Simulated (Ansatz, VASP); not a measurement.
Two plane-wave programs on C

```
C
1.0
     2.51970    0.00000    0.00000
    -1.25985    2.18212    0.00000
     0.00000    0.00000   10.36735
C
10
Direct
  0.33333 0.66667 0.12436
  0.33333 0.66667 0.52523
  0.66667 0.33333 0.72659
  0.00000 0.00000 0.92542
  0.66667 0.33333 0.32354
  0.33333 0.66667 0.67646
  0.00000 0.00000 0.07458
  0.66667 0.33333 0.87564
  0.33333 0.66667 0.27341
  0.66667 0.33333 0.47477
```

Alike in both runs: functional PBE; k mesh 12 × 12 × 4; occupations gaussian, width 0.02 eV; no spin polarisation.

Ansatz relaxed the structure, and its values are those at the end. VASP's run is a single point on that final structure, the one shown.

|  | VASP | Ansatz |
| --- | --- | --- |
| version | VASP 6.6.1 | Ansatz 0.2.0 |
| potentials or method | VASP PAW PBE potentials, release 64 (C), cutoff 600 eV | scalar-relativistic, plane waves, PAW |
| valence electrons in the cell | 40 | 40 |

|  | VASP | Ansatz | Ansatz less VASP |
| --- | --- | --- | --- |
| gap on the k mesh at the Fermi level (eV) | 4.36 | 4.37 | +0.006 |
| least direct gap on the mesh (eV) | 5.30 | 5.31 | +0.006 |
| pressure (GPa) | 0.0 | 0.0 | +0.01 |
